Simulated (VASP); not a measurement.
A run of VASP 6.6.1 is set up as follows.

File INCAR:

```
SYSTEM = Ag
PREC = Accurate ; ENCUT = 630
EDIFF = 1E-7 ; ISMEAR = 0
SIGMA = 0.1 ; LREAL = .FALSE.
LASPH = .TRUE. ; NELM = 120
ALGO = Normal ; ISIF = 3
LWAVE = .FALSE. ; LCHARG = .FALSE.
GGA = PE ; IBRION = 2
NSW = 90 ; EDIFFG = -0.04
GGA_COMPAT = .FALSE. ; NELMIN = 4
```

Contents of KPOINTS:

```
regular mesh
0
G
  6 4 6
  0 0 0
```

Contents of POSCAR:

```
Ag
1.0
    2.9334733900      0.0000000000      0.0000000000
    0.0000000000      4.0825593000      0.0000000000
    0.0000000000      0.0000000000      2.8863757400
Ag
2
Direct
    0.0000000000      0.0000000000      0.8189128100
    0.5000000000      0.5000000000      0.1810871900
```

Potentials or basis: VASP PAW PBE potentials, release 64 (Ag_sv_GW).

The run is started by

```sh
$ cat potpaw_PBE.64/Ag_sv_GW/POTCAR > POTCAR
$ mpirun -np 1 vasp_std > vasp.out
```

Problem. What does it give for the space group after relaxing (to 0.1 Å)?

Solution. I4/mmm (No. 139).

Problem. Estimate the relaxed cell.

Solution. a = 2.869 Å, b = 4.295 Å, c = 2.869 Å, α = 90.00°, β = 90.00°, γ = 90.00°.

Stress tensor (GPa, compression positive):
```
0.22 0.00 0.00
0.00 0.34 0.00
0.00 0.00 0.14
```

Caveat: the k points lie up to 0.37 Å⁻¹ apart in the final cell, too coarse for converged energies and pressures of a metal.
